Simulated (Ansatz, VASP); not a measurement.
# ZrPdSe4: VASP beside Ansatz

```
Zr Pd Se
1.0
     4.92793    0.00000    0.00000
    -2.46397    4.26772    0.00000
     0.00000    0.00000    5.74548
Zr Pd Se
1 1 4
Direct
  0.00000 0.00000 0.00000
  0.00000 0.00000 0.50000
  0.33333 0.66667 0.77480
  0.33333 0.66667 0.22520
  0.66667 0.33333 0.77480
  0.66667 0.33333 0.22520
```

Change from the starting cell: species swapped into the TiNbB4 type (P6/mmm, No. 191).

Alike in both runs: functional PBE; k mesh 6 × 6 × 4; occupations gaussian, width 0.1 eV; no spin polarisation.

Ansatz relaxed the structure, and its values are those at the end. VASP's run is a single point on that final structure, the one shown.

|  | VASP | Ansatz |
| --- | --- | --- |
| version | VASP 6.6.1 | Ansatz 0.2.0 |
| potentials or method | VASP PAW PBE potentials, release 64 (Zr_sv, Pd, Se), cutoff 520 eV | scalar-relativistic, plane waves, PAW |
| valence electrons in the cell | 46 | 94 |

VASP gave:

```
gap on the k mesh at the Fermi level (eV) : none
pressure (GPa)                            : 0.1
rms of the force components (eV/Å)        : 0.009
```

Task: What did Ansatz give for the same quantities?

Result: gap on the k mesh at the Fermi level (eV): none; pressure (GPa): 0.0; rms of the force components (eV/Å): 0.005.

A gap of «none» marks a metal or a gap that the smearing closes. With one functional, cell and mesh, what is left measures potentials, basis and numerics. VASP's potentials hold 46 valence electrons a cell and Ansatz's 94, so a difference there can come from the potentials and not from the codes.
